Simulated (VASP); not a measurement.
# SnSe in VASP: further runs

The runs below take SnSe through single point, with r2SCAN.

All numbers are computed with VASP 6.6.1; they aren't measurements. Logs are shortened: lines on timing, memory, paths and dates and some standing lists are left out, and cuts for length are marked.

### 1 The cell of the first run

The cell holds a slab with vacuum, 4 atoms: a = 4.286 Å, b = 4.286 Å, c = 10.990 Å, α = 90.00°, β = 90.00°, γ = 90.00°.

### 2 Single point, r2SCAN (atom 3 (Se) moved -0.200 Å towards its neighbour atom 1 (Sn) at 2.678 Å)

Contents of POSCAR:

```
SnSe
1.0
    4.2860948229      0.0000000000      0.0000000000
    0.0000000000      4.2860948229      0.0000000000
    0.0000000000      0.0000000000     10.9898489716
Sn Se
2 2
Direct
    0.5000000000      0.0000000000      0.3713940265
    0.0000000000      0.5000000000      0.6286059735
    0.5000000000      0.0000000000      0.6332864947
    0.0000000000      0.5000000000      0.3849121175
```

Contents of INCAR.step1:

```
SYSTEM = SnSe
ALGO = Normal
EDIFF = 1E-4
ENCUT = 520
GGA = PE
ISMEAR = 0
LASPH = .TRUE.
LCHARG = .FALSE.
LREAL = .FALSE.
LWAVE = .TRUE.
NBANDS = 28
NELM = 80
PREC = Accurate
SIGMA = 0.05
```

Contents of INCAR.step2:

```
SYSTEM = SnSe
ALGO = Normal
EDIFF = 1E-6
ENCUT = 520
ISIF = 2
ISMEAR = 0
ISTART = 1
LASPH = .TRUE.
LCHARG = .TRUE.
LELF = .TRUE.
LMIXTAU = .TRUE.
LREAL = .FALSE.
LVHAR = .TRUE.
LWAVE = .FALSE.
METAGGA = R2SCAN
NBANDS = 28
NELM = 80
PREC = Accurate
SIGMA = 0.05
```

Contents of KPOINTS:

```
k-points
0
G
  6 6 4
  0 0 0
```

Potentials or basis: VASP PAW PBE potentials, release 64 (Sn_d, Se).

Started as:

```bash
cat potpaw_PBE.64/Sn_d/POTCAR potpaw_PBE.64/Se/POTCAR > POTCAR
cp INCAR.step1 INCAR
mpirun -np 1 vasp_std > vasp.out
cp INCAR.step2 INCAR
mpirun -np 1 vasp_std > vasp.out
```

OUTCAR:

```text
SYSTEM = SnSe
   EDIFF = 1E-6
   ENCUT = 520
   ISIF = 2
   ISMEAR = 0
   ISTART = 1
   LASPH = .TRUE.
   LREAL = .FALSE.
   METAGGA = R2SCAN
   NELM = 80
   PREC = Accurate

 ion  position               nearest neighbor table
   1  0.500  0.000  0.371-   3 2.88   4 3.03   4 3.03   4 3.03   4 3.03
   2  0.000  0.500  0.629-   4 2.68   3 3.03   3 3.03   3 3.03   3 3.03
   3  0.500  0.000  0.633-   1 2.88   2 3.03   2 3.03   2 3.03   2 3.03
   4  0.000  0.500  0.385-   2 2.68   1 3.03   1 3.03   1 3.03   1 3.03

  LATTYP: Found a simple tetragonal cell.
 ALAT       =     4.2860948229
 C/A-ratio  =     2.5640704244

  Lattice vectors:

 A1 = (   4.2860948229,   0.0000000000,   0.0000000000)
 A2 = (   0.0000000000,   4.2860948229,   0.0000000000)
 A3 = (   0.0000000000,   0.0000000000,  10.9898489716)

Analysis of symmetry for initial positions (statically):
=====================================================================
 Subroutine PRICEL returns:
 Original cell was already a primitive cell.

 Routine SETGRP: Setting up the symmetry group for a
 simple tetragonal supercell.

 Subroutine GETGRP returns: Found  8 space group operations
 (whereof  4 operations were pure point group operations)
 out of a pool of 16 trial point group operations.

The static configuration has the point symmetry C_2v.
 The point group associated with its full space group is C_4v.

Analysis of symmetry for dynamics (positions and initial velocities):
=====================================================================
 Subroutine PRICEL returns:
 Original cell was already a primitive cell.

 Routine SETGRP: Setting up the symmetry group for a
 simple tetragonal supercell.

 Subroutine GETGRP returns: Found  8 space group operations
 (whereof  4 operations were pure point group operations)
 out of a pool of 16 trial point group operations.

The dynamic configuration has the point symmetry C_2v.
 The point group associated with its full space group is C_4v.

 Subroutine INISYM returns: Found  8 space group operations
 (whereof  4 operations are pure point group operations),
 and found     1 'primitive' translations

----------------------------------------------------------------------------------------

                                     Primitive cell

  volume of cell :     201.8902

  direct lattice vectors                    reciprocal lattice vectors
     4.286094823  0.000000000  0.000000000     0.233312617  0.000000000  0.000000000
     0.000000000  4.286094823  0.000000000     0.000000000  0.233312617  0.000000000
     0.000000000  0.000000000 10.989848972     0.000000000  0.000000000  0.090993061

  length of vectors
     4.286094823  4.286094823 10.989848972     0.233312617  0.233312617  0.090993061

  position of ions in fractional coordinates (direct lattice)
     0.500000000  0.000000000  0.371394026
     0.000000000  0.500000000  0.628605974
     0.500000000  0.000000000  0.633286495
     0.000000000  0.500000000  0.384912118

  ion indices of the primitive-cell ions
   primitive index   ion index
                 1           1
                 2           2
                 3           3
                 4           4

----------------------------------------------------------------------------------------

 KPOINTS: k-points

Automatic generation of k-mesh.
 Grid dimensions read from file:
 generate k-points for:    6    6    4

 Generating k-lattice:

  Cartesian coordinates                     Fractional coordinates (reciprocal lattice)
     0.038885436  0.000000000  0.000000000     0.166666667  0.000000000  0.000000000
     0.000000000  0.038885436  0.000000000     0.000000000  0.166666667  0.000000000
     0.000000000  0.000000000  0.022748265     0.000000000  0.000000000  0.250000000

  Length of vectors
     0.038885436  0.038885436  0.022748265

  Shift w.r.t. Gamma in fractional coordinates (k-lattice)
     0.000000000  0.000000000  0.000000000

 Subroutine IBZKPT returns following result:
 ===========================================

 Found     30 irreducible k-points:

 Following reciprocal coordinates:
            Coordinates               Weight
  0.000000  0.000000  0.000000      1.000000
  0.166667  0.000000  0.000000      4.000000
  0.333333  0.000000  0.000000      4.000000
  0.500000  0.000000  0.000000      2.000000
  0.166667  0.166667  0.000000      4.000000
  0.333333  0.166667  0.000000      8.000000
[... 16 lines left out ...]
  0.333333  0.000000  0.500000      4.000000
  0.500000  0.000000  0.500000      2.000000
 [... further k-points ...]
   k-points           NKPTS =     30   k-points in BZ     NKDIM =     30   number of bands    NBANDS=     28
   number of dos      NEDOS =    301   number of ions     NIONS =      4
   total plane-waves  NPLWV =  86016
   dimension x,y,z NGX =    32 NGY =   32 NGZ =   84
   dimension x,y,z NGXF=    64 NGYF=   64 NGZF=  168
   ions per type =               2   2
   NGX,Y,Z   is equivalent  to a cutoff of  12.41, 12.41, 12.71 a.u.
   NGXF,Y,Z  is equivalent  to a cutoff of  24.82, 24.82, 25.41 a.u.
 SYSTEM =  SnSe
   PREC   = accura    normal or accurate (medium, high low for compatibility)
   ISTART =      1    job   : 0-new  1-cont  2-samecut
   ICHARG =      0    charge: 1-file 2-atom 10-const
   ISPIN  =      1    spin polarized calculation?
   LNONCOLLINEAR =      F non collinear calculations
   LSORBIT =      F    spin-orbit coupling
   LASPH  =      T    aspherical Exc in radial PAW
   ENCUT  =  520.0 eV  38.22 Ry    6.18 a.u.   7.97  7.97 20.43*2*pi/ulx,y,z
   NELM   =     80;   NELMIN=  2; NELMDL=  0     # of ELM steps
   EDIFF  = 0.1E-05   stopping-criterion for ELM
   LREAL  =      F    real-space projection
   EDIFFG = 0.1E-04   stopping-criterion for IOM
   NSW    =      0    number of steps for IOM
   IBRION =     -1    ionic relax: 0-MD 1-quasi-New 2-CG
   NFREE  =      0    steps in history (QN), initial steepest desc. (CG)
   ISIF   =      2    stress and relaxation
   ISYM   =      2    0-nonsym 1-usesym 2-fastsym
   POTIM  = 0.5000    time-step for ionic-motion
   TEBEG  =    0.0;   TEEND  =   0.0 temperature during run
   PSTRESS=    0.0 pullay stress
   NELECT =      40.0000    total number of electrons
   NUPDOWN=      -1.0000    fix difference up-down
   EMIN   =  10.00;   EMAX   =-10.00  energy-range for DOS
   EFERMI =   0.00;   METHOD = LEGACY
   ISMEAR =     0;   SIGMA  =   0.05  broadening in eV -4-tet -1-fermi 0-gaus
   EFERMI_NEDOS =   21; number of points for ismear=-14 and -15
   IALGO  =     38    algorithm
   IMIX   =      4    mixing-type and parameters
     AMIX     =   0.40;   BMIX     =  1.00
     AMIX_MAG =   1.60;   BMIX_MAG =  1.00
  volume/ion in A,a.u.               =      50.47       340.61
  Fermi-wavevector in a.u.,A,eV,Ry     =   0.954384  1.803524 12.392846  0.910848
  Thomas-Fermi vector in A             =   2.083125
   LORBIT       =      0    0 simple, 1 ext, 2 COOP (PROOUT), +10 PAW based schemes
   METAGGA = R2SCAN    functional components
   LHFCALC =     F    Hartree Fock is set to
   AEXX    =    0.0000 exact exchange contribution
   IVDW    =     0    specifies the selected vdW correction
   LEPSILON=     F    determine dielectric tensor
   LRPA    =     F    only Hartree local field effects (RPA)
 non-spin polarized calculation
 Gauss-broadening in eV      SIGMA  =   0.05
  energy-cutoff  :      520.00
  volume of cell :      201.89
 maximum number of plane-waves:      5484
 NGX is ok and might be reduce to    32
   NGX = 15   NGY = 15   NGZ = 41

 number of electron      40.0000019 magnetization

 Free energy of the ion-electron system (eV)
  ---------------------------------------------------
  ext. energy  EPLUGINS =         0.00000000
  ---------------------------------------------------
  free energy    TOTEN  =       -79.47346508 eV

  energy without entropy =      -79.47346508  energy(sigma->0) =      -79.47346508

 E-fermi :   1.0773     XC(G=0):  -6.2601

 val. band max:        0.8043939729   @ k =   0.5000   0.0000   0.0000
 cond. band min:       2.0924225180   @ k =   0.5000   0.0000   0.0000
 fundamental gap:      1.2880285451
 Fermi energy:         1.0772545742

 k-point     1 :       0.0000    0.0000    0.0000
  band No.  band energies     occupation
      1     -21.5153      2.00000
      2     -21.5098      2.00000
      3     -21.4853      2.00000
      4     -21.4708      2.00000
      5     -21.4708      2.00000
      6     -21.1467      2.00000
[... 20 lines left out ...]
     27       6.5031      0.00000
     28       6.5032      0.00000

 k-point     2 :       0.1667    0.0000    0.0000
  band No.  band energies     occupation
      1     -21.5131      2.00000
      2     -21.5118      2.00000
      3     -21.4832      2.00000
      4     -21.4717      2.00000
      5     -21.4708      2.00000
      6     -21.1457      2.00000
[... 20 lines left out ...]
     27       5.8088      0.00000
     28       6.2279      0.00000

 k-point     3 :       0.3333    0.0000    0.0000
  band No.  band energies     occupation
      1     -21.5157      2.00000
      2     -21.5092      2.00000
      3     -21.4786      2.00000
      4     -21.4735      2.00000
      5     -21.4706      2.00000
      6     -21.1473      2.00000
[... 20 lines left out ...]
     27       5.7634      0.00000
     28       7.4824      0.00000

 k-point     4 :       0.5000    0.0000    0.0000
  band No.  band energies     occupation
      1     -21.5176      2.00000
      2     -21.5074      2.00000
      3     -21.4761      2.00000
      4     -21.4744      2.00000
      5     -21.4705      2.00000
      6     -21.1492      2.00000
[... 578 lines left out ...]
     27       5.9258      0.00000
     28       6.2397      0.00000

 k-point    23 :       0.3333    0.0000    0.5000
  band No.  band energies     occupation
      1     -21.5157      2.00000
      2     -21.5092      2.00000
      3     -21.4786      2.00000
      4     -21.4735      2.00000
      5     -21.4706      2.00000
      6     -21.1473      2.00000
[... 20 lines left out ...]
     27       6.3937      0.00000
     28       7.2811      0.00000

 k-point    24 :       0.5000    0.0000    0.5000
  band No.  band energies     occupation
      1     -21.5177      2.00000
      2     -21.5074      2.00000
      3     -21.4761      2.00000
      4     -21.4744      2.00000
      5     -21.4705      2.00000
      6     -21.1492      2.00000
[... 20 lines left out ...]
     27       7.0976      0.00000
     28       7.2756      0.00000

 [... further k-points ...]
[... 5 lines left out ...]
  --------------------------------------------------------------------------------------
  -------------------------------------------------------------------------------------
  Total       -0.3533983     -0.3533983     -1.9213234      0.0000000      0.0000000      0.0000000
  in kB       -2.8045281     -2.8045281    -15.2473999      0.0000000      0.0000000      0.0000000
  external PRESSURE =      -6.9521521 kB  Pullay stress =       0.0000000 kB

 VOLUME and BASIS-vectors are now :
 -----------------------------------------------------------------------------
  energy-cutoff  :      520.00
  volume of cell :      201.89
      direct lattice vectors                 reciprocal lattice vectors
     4.286094823  0.000000000  0.000000000     0.233312617  0.000000000  0.000000000
     0.000000000  4.286094823  0.000000000     0.000000000  0.233312617  0.000000000
     0.000000000  0.000000000 10.989848972     0.000000000  0.000000000  0.090993061

 POSITION                                       TOTAL-FORCE (eV/Angst)
 -----------------------------------------------------------------------------------
      2.14305      0.00000      4.08156         0.000000      0.000000      0.806741
      0.00000      2.14305      6.90828         0.000000      0.000000      0.254172
      2.14305      0.00000      6.95972         0.000000      0.000000     -0.889327
      0.00000      2.14305      4.23013         0.000000      0.000000     -0.171586
 -----------------------------------------------------------------------------------
    total drift:                                0.000000     -0.000000     -0.000841

  FREE ENERGIE OF THE ION-ELECTRON SYSTEM (eV)
  ---------------------------------------------------
  free  energy   TOTEN  =       -79.4734650781 eV

  energy  without entropy=      -79.4734650781  energy(sigma->0) =      -79.47346508
```

Wall time 4.8 min (1 thread of Intel Xeon Platinum 8488C (Sapphire Rapids), shared host); peak memory 0.4 GiB.

What came out:

```yaml
Free_energy: -79.4735 eV
Largest_force: 0.889 eV/Å
Band_gap_on_the_k_mesh: 1.29 eV
```

Forces in eV/Å, atoms in the order of the input:
```
Sn   0.000  0.000  0.807
Sn   0.000  0.000  0.254
Se   0.000  0.000 -0.889
Se   0.000  0.000 -0.172
```

Levels at points of the mesh, in eV from the valence-band top:
```tsv
k point	band 17	band 18	band 19	band 20	band 21	band 22	band 23	band 24
(0.00, 0.00, 0.00)	-3.38	-2.19	-2.19	-0.84	1.49	3.86	3.98	4.57
(0.50, 0.00, 0.00)	-2.05	-1.69	-0.58	0.00	1.29	1.55	1.78	2.10
(0.50, 0.50, 0.00)	-3.72	-3.72	-2.14	-2.03	2.99	3.75	4.57	4.57
(0.00, 0.00, 0.50)	-3.38	-2.19	-2.19	-0.84	1.36	3.98	4.57	4.57
(0.50, 0.00, 0.50)	-2.05	-1.69	-0.58	0.00	1.29	1.55	1.78	2.10
(0.50, 0.50, 0.50)	-3.72	-3.72	-2.14	-2.03	2.97	3.71	4.60	4.60
```

Caveat: the cell differs from its parent crystal (atom 3 (Se) moved -0.200 Å towards its neighbour atom 1 (Sn) at 2.678 Å); there is no dipole correction, which matters where the two faces differ; the PAW data sets were made with another functional, which shifts forces and pressure a little; spin-orbit coupling is left out, which moves the levels of the heavy elements.

(Continued in part 2 of 3.)
